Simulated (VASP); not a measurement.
A run of VASP 6.6.1 is set up as follows.

Contents of INCAR:

```
SYSTEM = ZnMo3
  PREC = Accurate
  ENCUT = 520
  EDIFF = 1E-7
  ISMEAR = 1
  SIGMA = 0.1
  LREAL = .FALSE.
  LASPH = .TRUE.
  NELM = 80
  ALGO = Normal
  ISIF = 2
  LWAVE = .FALSE.
  LCHARG = .TRUE.
  GGA = PE
  LELF = .TRUE.
  LVHAR = .TRUE.
  NBANDS = 35
```

KPOINTS

```
regular mesh
0
G
  6 6 6
  0 0 0
```

File POSCAR:

```
ZnMo3
1.0
    3.9562542756      0.0000000000      0.0000000000
    0.0000000000      3.9562542756      0.0000000000
    0.0000000000      0.0000000000      3.9562542756
Zn Mo
1 3
Direct
    0.0000000000      0.0000000000      0.0000000000
    0.0000000000      0.5000000000      0.5000000000
    0.5000000000      0.0000000000      0.5000000000
    0.5000000000      0.5000000000      0.0000000000
```

Potentials or basis: VASP PAW PBE potentials, release 64 (Zn, Mo_sv).

Run with:

```sh
$ cat potpaw_PBE.64/Zn/POTCAR potpaw_PBE.64/Mo_sv/POTCAR > POTCAR
$ mpirun -np 1 vasp_std > vasp.out
```

Question: Predict the pressure.

Answer: -3.1 GPa.

Question: What does it give for the band gap on the k mesh?

Answer: Zero (bands 27 and 28 overlap by 1.46 eV).

Caveat: the cell stands under tension.
